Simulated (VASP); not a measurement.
**NbRu3C: single point with PBE**

Crystal: NbRu3C.

```xyz
5
Lattice="4.0651 0.0000 0.0000 0.0000 4.0651 0.0000 0.0000 0.0000 4.0651" Properties=species:S:1:pos:R:3 pbc="T T T"
Nb    0.0000    0.0000    0.0000
Ru    0.0000    2.0326    2.0326
Ru    2.0326    0.0000    2.0326
Ru    2.0326    2.0326    0.0000
C     2.0326    2.0326    2.0326
```

| Item | Value |
| --- | --- |
| Program | VASP 6.6.1 |
| Task | single point |
| Functional | PBE |
| Potentials or basis | VASP PAW PBE potentials, release 64 (Nb_sv, Ru_pv, C) |
| Cutoff | 520 eV |
| k mesh | 6 × 6 × 6 |
| Occupations | methfessel-paxton, width 0.05 eV |
| Spin | no spin polarisation |

```
Pressure : -3.4 GPa
```

Levels at points of the mesh, in eV from the Fermi level:
```csv
k point,band 26,band 27,band 28,band 29,band 30,band 31,band 32,band 33
"(0.00, 0.00, 0.00)",-2.57,-1.39,-1.39,0.60,0.64,0.64,0.64,1.80
"(0.50, 0.00, 0.00)",-1.49,-1.41,-1.41,-0.76,-0.31,-0.31,0.52,0.64
"(0.50, 0.50, 0.00)",-2.81,-2.39,-1.62,-1.26,-0.94,0.34,0.34,0.42
"(0.50, 0.50, 0.50)",-2.08,0.19,0.19,0.19,0.40,0.40,0.40,1.15
```

Wall time 27 s on 1 thread of AMD EPYC 9R45 (Zen 5), on a shared host, peak memory 0.16 GiB.
